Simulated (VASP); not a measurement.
Here is a VASP 6.6.1 calculation.

Contents of INCAR:

```
PREC = Accurate
ENCUT = 520
EDIFF = 1E-7
ISMEAR = 0
SIGMA = 0.05
LREAL = Auto
LASPH = T
NELM = 100
ALGO = Normal
ISIF = 2
LWAVE = F
LCHARG = F
GGA = PE
NELECT = 128.0
NBANDS = 80
```

File KPOINTS:

```
regular mesh
0
Gamma
  4 4 4
```

POSCAR

```
Li4Nb4O11
1.0
    5.2231019317      0.0000000000      0.0000000000
    0.0000000000      3.0155593063     -4.5984613597
    0.0000000000      6.0311186126      4.5984613597
Li Nb O
4 4 11
Direct
    0.0000000000      0.5000000000      0.2500000000
    0.5000000000      0.0000000000      0.7500000000
    0.0000000000      0.5000000000      0.7500000000
    0.5000000000      0.0000000000      0.2500000000
    0.5000000000      0.5000000000      0.5000000000
    0.0000000000      0.0000000000      0.0000000000
    0.0000000000      0.0000000000      0.5000000000
    0.5000000000      0.5000000000      0.0000000000
    0.8803293659      0.0000000000      0.2500000000
    0.3803293659      0.5000000000      0.7500000000
    0.8098353170      0.6901646830      0.9401646830
    0.8098353170      0.3098353170      0.5598353170
    0.3098353170      0.8098353170      0.0598353170
    0.1196706341      0.0000000000      0.7500000000
    0.6196706341      0.5000000000      0.2500000000
    0.6901646830      0.8098353170      0.5598353170
    0.1901646830      0.3098353170      0.0598353170
    0.3247941463      1.2526646830      0.4401646830
    0.6901646830      0.1901646830      0.9401646830
```

Potentials or basis: VASP PAW PBE potentials, release 64 (Li_sv, Nb_sv, O).

Run with:

```sh
$ cat potpaw_PBE.64/Li_sv/POTCAR potpaw_PBE.64/Nb_sv/POTCAR potpaw_PBE.64/O/POTCAR > POTCAR
$ mpirun -np 1 vasp_std > vasp.out
```

Predict the largest force.

9.167 eV/Å.

Forces on the atoms (eV/Å):
```
Li  -0.468 -1.208 -0.258
Li   0.213  0.574  0.353
Li  -0.107  0.594  0.576
Li   0.316 -0.446 -0.678
Nb   6.157  3.291 -0.520
Nb  -0.320 -0.137 -0.169
Nb  -4.422  3.271 -1.942
Nb   0.207 -0.271  0.031
O    1.074  1.727  1.966
O   -0.219 -0.853 -1.274
O    0.142  0.237 -0.240
O    1.030 -0.976  0.664
O   -0.196  0.420  0.208
O    0.243 -2.723 -1.484
O   -0.232  1.276  0.014
O    2.064  0.707 -2.195
O   -0.109  0.010  0.233
O   -5.643 -5.522  4.659
O    0.270  0.026  0.058
```

Caveat: the cell carries a net charge on a neutralising background, which shifts energy and pressure; the cell differs from its parent crystal (atom 18 moved 1.125 of the way to it and +0.000 Å across, host rigid).
